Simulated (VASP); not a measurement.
A run of VASP 6.6.1 is set up as follows.

File POSCAR:

```
InGa3As4
1.0
    4.0799044233      0.0000000000      0.0000000000
    0.0000000000      4.0799044233      0.0000000000
    0.0000000000      0.0000000000     11.5876096393
Ga As In
3 4 1
Direct
    0.0000000000      0.0000000000      0.7593578769
    0.5000000000      0.5000000000      0.0000000000
    0.0000000000      0.0000000000      0.2406421231
    0.0000000000      0.5000000000      0.8797599882
    0.5000000000      0.0000000000      0.1202400118
    0.0000000000      0.5000000000      0.3597937564
    0.5000000000      0.0000000000      0.6402062436
    0.5000000000      0.5000000000      0.5000000000
```

File INCAR.step1:

```
SYSTEM = InGa3As4
ALGO = Normal ; EDIFF = 1E-4
ENCUT = 520 ; GGA = PE
ISMEAR = -1 ; LASPH = .TRUE.
LCHARG = .FALSE. ; LREAL = .FALSE.
LWAVE = .TRUE. ; NBANDS = 46
NELM = 60 ; PREC = Accurate
SIGMA = 0.02
```

The input INCAR.step2:

```
SYSTEM = InGa3As4
ALGO = Normal ; EDIFF = 1E-6
ENCUT = 520 ; ISIF = 2
ISMEAR = -1 ; ISTART = 1
LASPH = .TRUE. ; LCHARG = .FALSE.
LMIXTAU = .TRUE. ; LREAL = .FALSE.
LWAVE = .FALSE. ; METAGGA = R2SCAN
NBANDS = 46 ; NELM = 60
PREC = Accurate ; SIGMA = 0.02
```

KPOINTS

```
k-points
0
G
  6 6 2
  0 0 0
```

Potentials or basis: VASP PAW PBE potentials, release 64 (Ga_d, As, In_d).

Command:

```sh
$ cat potpaw_PBE.64/Ga_d/POTCAR potpaw_PBE.64/As/POTCAR potpaw_PBE.64/In_d/POTCAR > POTCAR
$ cp INCAR.step1 INCAR
$ mpirun -np 1 vasp_std > vasp.out
$ cp INCAR.step2 INCAR
$ mpirun -np 1 vasp_std > vasp.out
```

Question: Predict the largest force.

Answer: 0.005 eV/Å.

Question: Predict the pressure.

Answer: 0.1 GPa.

Forces on the atoms (eV/Å):
```
Ga   0.000  0.000  0.005
Ga   0.000  0.000  0.000
Ga   0.000  0.000 -0.005
As   0.000  0.000  0.000
As   0.000  0.000  0.000
As   0.000  0.000  0.005
As   0.000  0.000 -0.005
In   0.000  0.000  0.000
```

Caveat: the PAW data sets were made with another functional, which shifts forces and pressure a little.
